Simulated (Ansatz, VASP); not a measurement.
**GaSbTe4: VASP beside Ansatz**

```
CELL_PARAMETERS angstrom
4.74995 0.00000 0.00000
0.00000 4.74995 0.00000
0.00000 0.00000 7.90076
ATOMIC_POSITIONS crystal
Ga 0.50000 0.50000 0.50000
Sb 0.00000 0.00000 0.00000
Te 0.50000 0.00000 0.69755
Te 0.00000 0.50000 0.30245
Te 0.50000 0.00000 0.30245
Te 0.00000 0.50000 0.69755
```

Change from the starting cell: species swapped into the TlBiF4 type (P4/mmm, No. 123).

Alike in both runs: task single point; functional PBE; k mesh 4 × 4 × 2; occupations gaussian, width 0.1 eV; no spin polarisation.

|  | VASP | Ansatz |
| --- | --- | --- |
| version | VASP 6.6.1 | Ansatz 0.2.0 |
| potentials or method | VASP PAW PBE potentials, release 64 (Ga_d, Sb, Te), cutoff 520 eV | scalar-relativistic, plane waves, PAW |
| valence electrons in the cell | 42 | 92 |

|  | VASP | Ansatz | Ansatz less VASP |
| --- | --- | --- | --- |
| gap on the k mesh at the Fermi level (eV) | none | none | - |
| pressure (GPa) | 5.4 | 5.4 | +0.02 |
| traceless stress, the component that is largest in VASP (GPa) | -0.35 | -0.34 | +0.008 |
| rms of the force components (eV/Å) | 0.725 | 0.722 | -0.0024 |

Atom by atom the forces differ by 0.002 eV/Å (rms over components). A gap of «none» marks a metal or a gap that the smearing closes. With one functional, cell and mesh, what is left measures potentials, basis and numerics. VASP's potentials hold 42 valence electrons a cell and Ansatz's 92, so a difference there can come from the potentials and not from the codes.

The k mesh is coarse, so the values compare programs but aren't converged. Spin-orbit coupling is off throughout.
